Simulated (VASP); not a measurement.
Input of a VASP 6.6.1 run:

Contents of INCAR:

```
  PREC = Accurate
  ENCUT = 520
  EDIFF = 1E-7
  ISMEAR = -1
  SIGMA = 0.02
  LREAL = F
  LASPH = T
  NELM = 80
  ALGO = Normal
  ISIF = 2
  LWAVE = F
  LCHARG = F
  GGA = PE
  IBRION = 2
  NSW = 80
  EDIFFG = -0.02
```

Contents of KPOINTS:

```
Automatic mesh
0
Gamma
  16 16 9
```

Contents of POSCAR:

```
SiC
1.0
    3.0760000000      0.0000000000      0.0000000000
   -1.5380000000      2.6638941420      0.0000000000
    0.0000000000      0.0000000000      5.1489600000
Si C
2 2
Direct
    0.3333333333      0.6666666667      0.0044955126
    0.6666666667      0.3333333333      0.5044955126
    0.3333333333      0.6666666667      0.3805044874
    0.6666666667      0.3333333333      0.8805044874
```

Potentials or basis: VASP PAW PBE potentials, release 64 (Si, C).

Launch:

```bash
$ cat potpaw_PBE.64/Si/POTCAR potpaw_PBE.64/C/POTCAR > POTCAR
$ mpirun -np 1 vasp_std > vasp.out
```

Question: Predict the band gap on the k mesh.

Answer: 2.23 eV (least direct gap 4.09 eV).

Question: Estimate the energy gained by relaxing.

Answer: 0.4 meV/atom.

The path:
| step | energy change (eV) | largest force (eV/Å) | pressure (GPa) |
| --- | --- | --- | --- |
| 1 | 0.0000 | 0.1661 | -0.76 |
| 2 | -0.0011 | 0.0981 | -0.90 |
| 3 | -0.0017 | 0.0001 | -0.85 |

Caveat: the cell differs from its parent crystal (z stretched by +2 %); an odd mesh through Γ misses points on the zone boundary, where band edges can lie.
